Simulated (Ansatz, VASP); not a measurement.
Two plane-wave programs on WC

```xyz
2
Lattice="2.9065 0.0000 0.0000 -1.4532 2.5171 0.0000 0.0000 0.0000 2.8366" Properties=species:S:1:pos:R:3 pbc="T T T"
W     0.0000    0.0000    0.0000
C     1.4533    0.8390    1.4183
```

Alike in both runs: task electric field gradients; functional PBE; k mesh 13 × 13 × 12; occupations fermi-dirac, width 0.05 eV; collinear spin.

|  | VASP | Ansatz |
| --- | --- | --- |
| version | VASP 6.6.1 | Ansatz 0.2.0 |
| potentials or method | VASP PAW PBE potentials, release 64 (W_sv, C_h) | plane-wave PAW, scalar-relativistic |
| plane-wave cutoff (eV) | 1000 | 420 |
| valence electrons in the cell | 18 | 18 |

Ansatz gave:

* net moment per atom (μB): 0.00
* size of Vzz on the site where it differs most (V/Å²): 136.4

Which values does VASP return?

net moment per atom (μB): 0.00; size of Vzz on the site where it differs most (V/Å²): 140.6.

The functional is the same, so the differences come from potentials, cutoffs and numerics. Ansatz's warnings: seeded moment not kept.

Spin-orbit coupling is off throughout.
